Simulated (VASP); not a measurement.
Input of a VASP 6.6.1 run:

The input INCAR:

```
PREC     = Accurate       # precision mode
ENCUT    = 520            # plane-wave cutoff, eV
EDIFF    = 1E-7           # SCF threshold, eV
ISMEAR   = 0              # smearing method
SIGMA    = 0.1            # smearing width, eV
LREAL    = Auto         
LASPH    = T              # aspherical terms in the spheres
NELM     = 80             # most SCF steps
ALGO     = Normal         # electronic algorithm
ISIF     = 2              # what is computed and relaxed
LWAVE    = F              # write WAVECAR
LCHARG   = F              # write CHGCAR
GGA      = PE             # functional
NBANDS   = 230            # bands
LUSENCCL = F
```

The input KPOINTS:

```
Automatic mesh
0
Gamma
  3 3 3
```

Contents of POSCAR:

```
Nb32H
1.0
    0.0000000000     -6.6224786111      6.6224786111
    6.6224786111     -6.6224786111      0.0000000000
    6.6224786111      0.0000000000      6.6224786111
Nb H
32 1
Direct
    0.0003963773      0.5005903672     -0.0003957733
    0.4989988181      0.5000271340     -0.0000715744
    0.1259994254      0.6249728754      0.1239553267
    0.6243767240      0.6267324885      0.1255997262
    0.2500234576      0.7489799954      0.2510328983
    0.7498600285      0.7489606673      0.2501398792
    0.3743940367      0.8745925567      0.3754374527
    0.8766365044      0.8676519529      0.3823628053
    0.0073477021     -0.0016561775     -0.0073474001
    0.4983178042      0.0005762193     -0.0006058155
    0.1260596748      0.1251055003      0.1248865491
    0.6176390654      0.1266509942      0.1233640073
    0.2483138258      0.2506002809      0.2493883479
    0.7483380153      0.2574393366      0.2516618925
    0.3749765225      0.3760190325      0.3750459829
    0.0006066460      0.4982872265      0.5016823300
    0.8743990491      0.3767095594      0.3756228062
    0.4991945152      0.5008842149      0.5008053925
    0.1257551815      0.6241247791      0.6258658190
    0.6245631346      0.6244234588      0.6256063996
    0.2508479223      0.7492231068      0.7491519854
    0.7506122393      0.7483020771      0.7516864595
    0.3766943839      0.8744081846      0.8733021033
    0.8760445055      0.8749284581      0.8739999538
    0.0000708949     -0.0010448505      0.5010013161
    0.4989450618     -0.0000899965      0.5010549969
    0.1266978044      0.1244053093      0.6233052219
    0.6249533208      0.1260414792      0.6250235362
    0.2505714397      0.2504091138      0.7494293740
    0.7489670849      0.2500366701      0.7499765257
    0.3741349192      0.3757445884      0.8742458587
    0.8751149442      0.3760511957      0.8739403084
    0.8125038699      0.0626113762      0.1874989068
```

Potentials or basis: VASP PAW PBE potentials, release 64 (Nb_sv, H).

The run is started by

```console
$ cat potpaw_PBE.64/Nb_sv/POTCAR potpaw_PBE.64/H/POTCAR > POTCAR
$ mpirun -np 1 vasp_std > vasp.out
```

(1) Predict the largest force.

(2) What does it give for the band gap on the k mesh?

Results:

(1) 0.006 eV/Å.

(2) zero (an odd number of electrons rules out a gap without spin polarisation).
